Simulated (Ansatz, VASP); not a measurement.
AlN in VASP and in Ansatz

INCAR

```
SYSTEM = AlN
PREC     = Accurate       ! precision mode
ENCUT    = 520            ! plane-wave cutoff, eV
EDIFF    = 1E-7           ! SCF threshold, eV
ISMEAR   = 0              ! smearing method
SIGMA    = 0.05           ! smearing width, eV
LREAL    = .FALSE.        ! projectors in reciprocal space
LASPH    = .TRUE.         ! aspherical terms in the spheres
NELM     = 80             ! most SCF steps
ALGO     = Normal         ! electronic algorithm
ISIF     = 2              ! what is computed and relaxed
LWAVE    = .FALSE.        ! write WAVECAR
LCHARG   = .FALSE.        ! write CHGCAR
GGA      = CA             ! functional
NBANDS   = 16             ! bands
```

File KPOINTS:

```
Automatic mesh
0
G
  9 9 6
  0 0 0
```

POSCAR

```
AlN
1.0
    3.0643371193      0.0000000000      0.0000000000
   -1.5321685597      2.6537937911      0.0000000000
    0.0000000000      0.0000000000      4.8286600000
Al N
2 2
Direct
    0.3333333333      0.6666666667      0.0000000000
    0.6666666667      0.3333333333      0.5000000000
    0.3333333333      0.6666666667      0.3850000000
    0.6666666667      0.3333333333      0.8850000000
```

Input for Ansatz:

```yaml
crystal:
  lattice:
    - [3.0643371193, 0.0, 0.0]
    - [-1.5321685597, 2.6537937911, 0.0]
    - [0.0, 0.0, 4.82866]
  atoms:
    - { symbol: Al, position: [0.3333333333, 0.6666666667, 0.0] }
    - { symbol: Al, position: [0.6666666667, 0.3333333333, 0.5] }
    - { symbol: "N", position: [0.3333333333, 0.6666666667, 0.385] }
    - { symbol: "N", position: [0.6666666667, 0.3333333333, 0.885] }
basis:
  ecutwfc: 420
kpoints:
  mp_grid: { grid: [9, 9, 6] }
hamiltonian:
  xc: lda
scf:
  occupations: { method: gaussian, width: 0.05 }
output:
  forces: true
  stress: true
  eigenvalues: true
```

Change from the starting cell: strain -0.015 along x and y, -0.030 along z, atoms carried along.

Alike in both runs: task single point; functional LDA; k mesh 9 × 9 × 6; occupations gaussian, width 0.05 eV; no spin polarisation.

```csv
,VASP,Ansatz
version,VASP 6.6.1,Ansatz 0.2.0
potentials or method,"VASP PAW LDA potentials, release 64 (Al, N), cutoff 520 eV","scalar-relativistic, plane waves, PAW"
valence electrons in the cell,16,16
```

```tsv
	VASP	Ansatz	Ansatz less VASP
gap on the k mesh at the Fermi level (eV)	4.69	4.68	-0.007
least direct gap on the mesh (eV)	4.69	4.68	-0.007
pressure (GPa)	9.5	8.7	-0.79
traceless stress, the component that is largest in VASP (GPa)	2.52	2.51	-0.012
rms of the force components (eV/Å)	0.027	0.025	-0.0025
```

LDA's correlation is that of Perdew and Zunger in VASP and of Perdew and Wang (1992) in Ansatz. Atom by atom the forces differ by 0.003 eV/Å (rms over components).
